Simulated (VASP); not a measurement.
# TiC (I4/mmm) in VASP: notebook

TiC is run at these levels: PBEsol; tasks: single point.

Everything below comes from runs of VASP 6.6.1. Logs are shortened: lines on timing, memory, paths and dates and some standing lists are left out, and cuts for length are marked.

## 1. The cell of the first run

The structure is tetragonal, space group I4/mmm (No. 139). Conventional cell: a = 2.782 Å, b = 2.782 Å, c = 5.114 Å, α = 90.00°, β = 90.00°, γ = 90.00°. Within 2.6 Å of Ti (site symmetry 4/mmm) lie 6 C at 1.97 to 2.56 Å. Within 2.6 Å of C (site symmetry 4/mmm) lie 6 Ti at 1.97 to 2.56 Å.

## 2. Single point, PBEsol

Contents of INCAR:

```
SYSTEM = TiC
PREC = Accurate
ENCUT = 520
EDIFF = 1E-6
ISMEAR = 0
SIGMA = 0.15
LREAL = .FALSE.
LASPH = .TRUE.
NELM = 80
ALGO = Normal
ISIF = 2
LWAVE = .FALSE.
LCHARG = .FALSE.
GGA = PS
NBANDS = 15
```

Contents of KPOINTS:

```
Automatic mesh
0
G
  26 26 26
  0 0 0
```

Contents of POSCAR:

```
TiC
1.0
    0.0000000000      1.9669227288      2.5569995474
    1.9669227288      0.0000000000      2.5569995474
    1.9669227288      1.9669227288      0.0000000000
Ti C
1 1
Direct
    0.0000000000      0.0000000000      0.0000000000
    0.5000000000      0.5000000000      0.5000000000
```

Potentials or basis: VASP PAW PBE potentials, release 64 (Ti_sv, C).

Launch:

```console
> cat potpaw_PBE.64/Ti_sv/POTCAR potpaw_PBE.64/C/POTCAR > POTCAR
> mpirun -np 1 vasp_std > vasp.out
```

OUTCAR:

```text
SYSTEM = TiC
   PREC = Accurate
   ENCUT = 520
   EDIFF = 1E-6
   ISMEAR = 0
   LREAL = .FALSE.
   LASPH = .TRUE.
   NELM = 80
   ISIF = 2
   GGA = PS

 ion  position               nearest neighbor table
   1  0.000  0.000  0.000-   2 1.97   2 1.97   2 1.97   2 1.97
   2  0.500  0.500  0.500-   1 1.97   1 1.97   1 1.97   1 1.97

  LATTYP: Found a body centered tetragonal cell.
 ALAT       =     2.7816487992
 C/A-ratio  =     1.8384776311

  Lattice vectors:

 A1 = (  -1.9669227288,   0.0000000000,   2.5569995474)
 A2 = (   1.9669227288,   0.0000000000,   2.5569995474)
 A3 = (   0.0000000000,   1.9669227288,  -2.5569995474)

Analysis of symmetry for initial positions (statically):
=====================================================================
 Subroutine PRICEL returns:
 Original cell was already a primitive cell.

 Routine SETGRP: Setting up the symmetry group for a
 body centered tetragonal supercell.

 Subroutine GETGRP returns: Found 16 space group operations
 (whereof 16 operations were pure point group operations)
 out of a pool of 16 trial point group operations.

The static configuration has the point symmetry D_4h.

Analysis of symmetry for dynamics (positions and initial velocities):
=====================================================================
 Subroutine PRICEL returns:
 Original cell was already a primitive cell.

 Routine SETGRP: Setting up the symmetry group for a
 body centered tetragonal supercell.

 Subroutine GETGRP returns: Found 16 space group operations
 (whereof 16 operations were pure point group operations)
 out of a pool of 16 trial point group operations.

The dynamic configuration has the point symmetry D_4h.

 Subroutine INISYM returns: Found 16 space group operations
 (whereof 16 operations are pure point group operations),
 and found     1 'primitive' translations

----------------------------------------------------------------------------------------

                                     Primitive cell

  volume of cell :      19.7850

  direct lattice vectors                    reciprocal lattice vectors
     0.000000000  1.966922729  2.556999547    -0.254204190  0.254204190  0.195541685
     1.966922729  0.000000000  2.556999547     0.254204190 -0.254204190  0.195541685
     1.966922729  1.966922729  0.000000000     0.254204190  0.254204190 -0.195541685

  length of vectors
     3.225993135  3.225993135  2.781648799     0.409238429  0.409238429  0.409238429

[... 83 lines left out ...]
   NSW    =      0    number of steps for IOM
   IBRION =     -1    ionic relax: 0-MD 1-quasi-New 2-CG
   NFREE  =      0    steps in history (QN), initial steepest desc. (CG)
   ISIF   =      2    stress and relaxation
   ISYM   =      2    0-nonsym 1-usesym 2-fastsym
   POTIM  = 0.5000    time-step for ionic-motion
   TEBEG  =    0.0;   TEEND  =   0.0 temperature during run
   PSTRESS=    0.0 pullay stress
   NELECT =      16.0000    total number of electrons
   NUPDOWN=      -1.0000    fix difference up-down
   EMIN   =  10.00;   EMAX   =-10.00  energy-range for DOS
   EFERMI =   0.00;   METHOD = LEGACY
   ISMEAR =     0;   SIGMA  =   0.15  broadening in eV -4-tet -1-fermi 0-gaus
   EFERMI_NEDOS =   21; number of points for ismear=-14 and -15
   IALGO  =     38    algorithm
   IMIX   =      4    mixing-type and parameters
     AMIX     =   0.40;   BMIX     =  1.00
     AMIX_MAG =   1.60;   BMIX_MAG =  1.00
  volume/ion in A,a.u.               =       9.89        66.76
  Fermi-wavevector in a.u.,A,eV,Ry     =   1.525234  2.882274 31.651750  2.326338
  Thomas-Fermi vector in A             =   2.633432
   LORBIT       =      0    0 simple, 1 ext, 2 COOP (PROOUT), +10 PAW based schemes
   GGA     = PS    functional components
   LHFCALC =     F    Hartree Fock is set to
   AEXX    =    0.0000 exact exchange contribution
   IVDW    =     0    specifies the selected vdW correction
   LEPSILON=     F    determine dielectric tensor
   LRPA    =     F    only Hartree local field effects (RPA)
 non-spin polarized calculation
 Gauss-broadening in eV      SIGMA  =   0.15
  energy-cutoff  :      520.00
  volume of cell :       19.78
 maximum number of plane-waves:       562
   NGX = 11   NGY = 11   NGZ = 11

 number of electron      16.0000002 magnetization

 Free energy of the ion-electron system (eV)
  ---------------------------------------------------
  ext. energy  EPLUGINS =         0.00000000
  ---------------------------------------------------
  free energy    TOTEN  =       -18.71481657 eV

  energy without entropy =      -18.71202739  energy(sigma->0) =      -18.71342198

 E-fermi :   9.6863     XC(G=0): -12.8657

 val. band max:        9.6789239672   @ k =   0.3846   0.0385   0.2692
 cond. band min:       9.6940754893   @ k =   0.5000   0.1154   0.3846
 fundamental gap:      0.0151515222
 Fermi energy:         9.6862734817

 k-point     1 :       0.0000    0.0000    0.0000
  band No.  band energies     occupation
      1     -46.4380      2.00000
      2     -22.8385      2.00000
      3     -22.4259      2.00000
      4     -22.4259      2.00000
      5      -2.8823      2.00000
      6       9.0537      2.00000
      7       9.4179      1.98862
      8      10.5409      0.00000
      9      11.2671      0.00000
     10      11.2671      0.00000
     11      11.7943      0.00000
     12      11.7943      0.00000
     13      12.4058      0.00000
     14      21.5482      0.00000
[... 401 lines left out ...]
      2     -23.0919      2.00000
      3     -22.8588      2.00000
      4     -22.3744      2.00000
      5      -0.0949      2.00000
      6       4.9922      2.00000
      7       6.2538      2.00000
      8       7.0035      2.00000
      9      12.3311      0.00000
     10      12.4336      0.00000
     11      13.6150      0.00000
     12      15.8924      0.00000
     13      18.4150      0.00000
     14      19.2703      0.00000
     15      25.5239      0.00000

 [... further k-points ...]
[... 5 lines left out ...]
  --------------------------------------------------------------------------------------
  -------------------------------------------------------------------------------------
  Total        8.2389960      8.2389960     -4.2295235      0.0000000      0.0000000      0.0000000
  in kB      667.1901600    667.1901600   -342.5048894      0.0000000      0.0000000      0.0000000
  external PRESSURE =     330.6251435 kB  Pullay stress =       0.0000000 kB

 VOLUME and BASIS-vectors are now :
 -----------------------------------------------------------------------------
  energy-cutoff  :      520.00
  volume of cell :       19.78
      direct lattice vectors                 reciprocal lattice vectors
     0.000000000  1.966922729  2.556999547    -0.254204190  0.254204190  0.195541685
     1.966922729  0.000000000  2.556999547     0.254204190 -0.254204190  0.195541685
     1.966922729  1.966922729  0.000000000     0.254204190  0.254204190 -0.195541685

 POSITION                                       TOTAL-FORCE (eV/Angst)
 -----------------------------------------------------------------------------------
      0.00000      0.00000      0.00000         0.000000     -0.000000     -0.000000
      1.96692      1.96692      2.55700         0.000000      0.000000      0.000000
 -----------------------------------------------------------------------------------
    total drift:                                0.000000     -0.000000     -0.000000

  FREE ENERGIE OF THE ION-ELECTRON SYSTEM (eV)
  ---------------------------------------------------
  free  energy   TOTEN  =       -18.7148165664 eV

  energy  without entropy=      -18.7120273949  energy(sigma->0) =      -18.71342198
```

OSZICAR:

```text
N       E                     dE             d eps       ncg     rms          rms(c)
DAV:   1     0.120168672434E+03    0.12017E+03   -0.80036E+03 40028   0.128E+03
DAV:   2    -0.161874483699E+02   -0.13636E+03   -0.12688E+03 42987   0.335E+02
DAV:   3    -0.237739431862E+02   -0.75865E+01   -0.74518E+01 50113   0.785E+01
DAV:   4    -0.240378097433E+02   -0.26387E+00   -0.26359E+00 51209   0.133E+01
DAV:   5    -0.240454518760E+02   -0.76421E-02   -0.76411E-02 50974   0.195E+00    0.220E+01
DAV:   6    -0.191475181100E+02    0.48979E+01   -0.11330E+01 55592   0.565E+01    0.657E+00
DAV:   7    -0.187424308147E+02    0.40509E+00   -0.16765E+00 43537   0.188E+01    0.622E+00
DAV:   8    -0.187111328476E+02    0.31298E-01   -0.17741E-01 50770   0.538E+00    0.151E+00
DAV:   9    -0.187150256628E+02   -0.38928E-02   -0.32940E-02 55605   0.164E+00    0.495E-01
DAV:  10    -0.187149258435E+02    0.99819E-04   -0.54299E-03 47249   0.108E+00    0.179E-01
DAV:  11    -0.187148233686E+02    0.10247E-03   -0.20733E-04 48606   0.160E-01    0.241E-02
DAV:  12    -0.187148155953E+02    0.77733E-05   -0.40811E-05 45461   0.845E-02    0.134E-02
DAV:  13    -0.187148165664E+02   -0.97114E-06   -0.33371E-06 45031   0.211E-02
   1 F= -.18714817E+02 E0= -.18713422E+02  d E =-.278917E-02
```

stdout:

```text
POSCAR found type information on POSCAR TiC
 POSCAR found :  2 types and       2 ions
 scaLAPACK will be used
 -----------------------------------------------------------------------------
|                                                                             |
|                                                                             |
|     You enforced a specific xc type in the INCAR file but a different       |
|     I HOPE YOU KNOW WHAT YOU ARE DOING!                                     |
|                                                                             |
 -----------------------------------------------------------------------------

 LDA part: xc-table for (Slater+PW92), standard interpolation
 POSCAR, INCAR and KPOINTS ok, starting setup
 FFT: planning ... GRIDC
 FFT: planning ... GRID_SOFT
 FFT: planning ... GRID
 WAVECAR not read
 entering main loop
```

Run time: 3.9 min. Hardware: 1 thread of AMD EPYC 9R45 (Zen 5), shared host; peak memory 0.46 GiB.

Results:

```
Free energy            : -18.7148 eV
Pressure               : 33.1 GPa
Band gap on the k mesh : zero (band 8 reaches 11.14 eV, above the bottom of band 9 at 8.83 eV)
```

Stress tensor (GPa, compression positive):
```
 66.72   0.00   0.00
  0.00  66.72   0.00
  0.00   0.00 -34.25
```

Levels at points of the mesh, in eV from the Fermi level:
```tsv
k point	band 6	band 7	band 8	band 9	band 10	band 11
(0.00, 0.00, 0.00)	-0.63	-0.27	0.85	1.58	1.58	2.11
(0.50, 0.00, 0.00)	-6.09	-3.82	-3.25	2.95	3.39	4.98
(0.50, 0.50, 0.00)	-4.88	-1.67	1.29	1.29	3.02	3.45
(0.50, 0.00, 0.50)	-2.34	-1.66	-0.35	-0.33	2.44	2.49
```

Caveat: the PAW data sets were made with another functional, which shifts forces and pressure a little.

## 3. Single point, PBEsol

This run uses another cell than the first one, of the same volume but with other edges.

Contents of INCAR:

```
SYSTEM = TiC
PREC = Accurate
ENCUT = 520
EDIFF = 1E-7
ISMEAR = 0
SIGMA = 0.15
LREAL = .False.
LASPH = .True.
NELM = 60
ALGO = Normal
ISIF = 2
LWAVE = .False.
LCHARG = .False.
GGA = PS
NBANDS = 15
```

Contents of KPOINTS:

```
Automatic mesh
0
Gamma
  26 26 26
  0 0 0
```

Contents of POSCAR:

```
TiC
1.0
    0.0000000000      2.2071870556      2.0306120912
    2.2071870556      0.0000000000      2.0306120912
    2.2071870556      2.2071870556      0.0000000000
Ti C
1 1
Direct
    0.0000000000      0.0000000000      0.0000000000
    0.5000000000      0.5000000000      0.5000000000
```

Potentials or basis: VASP PAW PBE potentials, release 64 (Ti_sv, C).

Launch:

```console
> cat potpaw_PBE.64/Ti_sv/POTCAR potpaw_PBE.64/C/POTCAR > POTCAR
> mpirun -np 1 vasp_std > vasp.out
```

Run time: 4.8 min. Hardware: 1 thread of AMD EPYC 9R45 (Zen 5), shared host; peak memory 0.45 GiB.

The run converged. Its results:

```
Free energy            : -19.6675 eV
Pressure               : 3.8 GPa
Band gap on the k mesh : zero (band 8 reaches 10.74 eV, above the bottom of band 9 at 8.65 eV)
```

Stress tensor (GPa, compression positive):
```
-10.17   0.00   0.00
  0.00 -10.17   0.00
  0.00   0.00  31.62
```

Levels at points of the mesh, in eV from the Fermi level:
```tsv
k point	band 4	band 5	band 6	band 7	band 8	band 9	band 10	band 11	band 12	band 13
(0.00, 0.00, 0.00)	-32.31	-12.50	0.48	0.48	1.11	1.46	1.60	1.60	1.90	1.99
(0.50, 0.00, 0.00)	-32.35	-8.80	-6.01	-3.12	-3.00	2.83	3.26	4.37	7.90	8.19
(0.50, 0.50, 0.00)	-32.62	-10.11	-2.77	-1.86	-0.44	-0.44	2.89	3.67	3.67	6.70
(0.50, 0.00, 0.50)	-32.50	-10.26	-3.76	-1.68	0.16	0.32	2.73	3.39	3.85	5.93
```

Caveat: the PAW data sets were made with another functional, which shifts forces and pressure a little.

## 4. Single point, PBEsol

This run uses another cell than the first one, of the same volume but with other edges.

Contents of INCAR:

```
SYSTEM = TiC
  PREC = Accurate
  ENCUT = 520
  EDIFF = 1E-7
  ISMEAR = 0
  SIGMA = 0.15
  LREAL = .FALSE.
  LASPH = .TRUE.
  NELM = 60
  ALGO = Normal
  ISIF = 2
  LWAVE = .FALSE.
  LCHARG = .FALSE.
  GGA = PS
  NBANDS = 15
```

Contents of KPOINTS:

```
regular mesh
0
G
  26 26 26
  0 0 0
```

Contents of POSCAR:

```
TiC
1.0
    0.0000000000      2.0795571237      2.2875128360
    2.0795571237      0.0000000000      2.2875128360
    2.0795571237      2.0795571237      0.0000000000
Ti C
1 1
Direct
    0.0000000000      0.0000000000      0.0000000000
    0.5000000000      0.5000000000      0.5000000000
```

Launch:

```console
> cat potpaw_PBE.64/Ti_sv/POTCAR potpaw_PBE.64/C/POTCAR > POTCAR
> mpirun -np 1 vasp_std > vasp.out
```

Wall time 4.4 min (1 thread of AMD EPYC 9R45 (Zen 5), shared host); peak memory 0.45 GiB.

The run converged. Its results:

```
Free energy            : -19.6545 eV
Pressure               : 4.7 GPa
Band gap on the k mesh : zero (band 8 reaches 10.58 eV, above the bottom of band 9 at 8.92 eV)
```

Stress tensor (GPa, compression positive):
```
 17.03   0.00   0.00
  0.00  17.03   0.00
  0.00   0.00 -19.97
```

Levels at points of the mesh, in eV from the Fermi level:
| k point | band 4 | band 5 | band 6 | band 7 | band 8 | band 9 | band 10 | band 11 | band 12 | band 13 |
| --- | --- | --- | --- | --- | --- | --- | --- | --- | --- | --- |
| (0.00, 0.00, 0.00) | -32.29 | -12.50 | 0.20 | 0.96 | 0.96 | 1.22 | 1.47 | 1.87 | 1.87 | 2.15 |
| (0.50, 0.00, 0.00) | -32.31 | -8.79 | -6.00 | -3.17 | -2.96 | 2.88 | 3.25 | 4.39 | 7.73 | 8.12 |
| (0.50, 0.50, 0.00) | -32.43 | -10.34 | -4.09 | -1.66 | 0.48 | 0.48 | 2.85 | 3.59 | 3.59 | 5.57 |
| (0.50, 0.00, 0.50) | -32.58 | -10.15 | -3.08 | -1.77 | -0.22 | -0.18 | 2.76 | 3.31 | 4.02 | 6.55 |

Caveat: the PAW data sets were made with another functional, which shifts forces and pressure a little.

## 5. Single point, PBEsol

This run uses another cell than the first one, of the same volume but with other edges.

Contents of INCAR:

```
SYSTEM = TiC
PREC = Accurate
ENCUT = 520
EDIFF = 1E-6
ISMEAR = 0
SIGMA = 0.15
LREAL = .FALSE.
LASPH = .TRUE.
NELM = 60
ALGO = Normal
ISIF = 2
LWAVE = .FALSE.
LCHARG = .FALSE.
GGA = PS
NBANDS = 15
```

Contents of KPOINTS:

```
Automatic mesh
0
G
  26 26 26
  0 0 0
```

Contents of POSCAR:

```
TiC
1.0
    0.0000000000      2.4781673495      1.6108087772
    2.4781673495      0.0000000000      1.6108087772
    2.4781673495      2.4781673495      0.0000000000
Ti C
1 1
Direct
    0.0000000000      0.0000000000      0.0000000000
    0.5000000000      0.5000000000      0.5000000000
```

Launch:

```console
> cat potpaw_PBE.64/Ti_sv/POTCAR potpaw_PBE.64/C/POTCAR > POTCAR
> mpirun -np 1 vasp_std > vasp.out
```

It took 4.7 min on 1 thread of AMD EPYC 9R45 (Zen 5), shared host; peak memory 0.46 GiB.

It converged, with:

| Property | Result |
| --- | --- |
| Free energy | -14.6738 eV |
| Pressure | 80.3 GPa |
| Band gap on the k mesh | zero (band 8 reaches 10.61 eV, above the bottom of band 9 at 8.25 eV) |

Stress tensor (GPa, compression positive):
```
-22.74   0.00   0.00
  0.00 -22.74   0.00
  0.00   0.00 286.42
```

Levels at points of the mesh, in eV from the Fermi level:
```tsv
k point	band 5	band 6	band 7	band 8	band 9	band 10	band 11	band 12
(0.00, 0.00, 0.00)	-12.97	-1.37	-0.09	0.01	0.01	0.19	0.19	2.72
(0.50, 0.00, 0.00)	-7.65	-6.71	-5.19	-5.07	2.00	3.36	5.94	6.81
(0.50, 0.50, 0.00)	-11.17	-2.64	-2.53	-2.53	2.06	2.73	2.73	3.55
(0.50, 0.00, 0.50)	-11.50	-5.06	-1.05	-0.02	0.48	2.48	3.07	3.80
```

Caveat: the PAW data sets were made with another functional, which shifts forces and pressure a little.

(Part 1 of 2 ends here.)
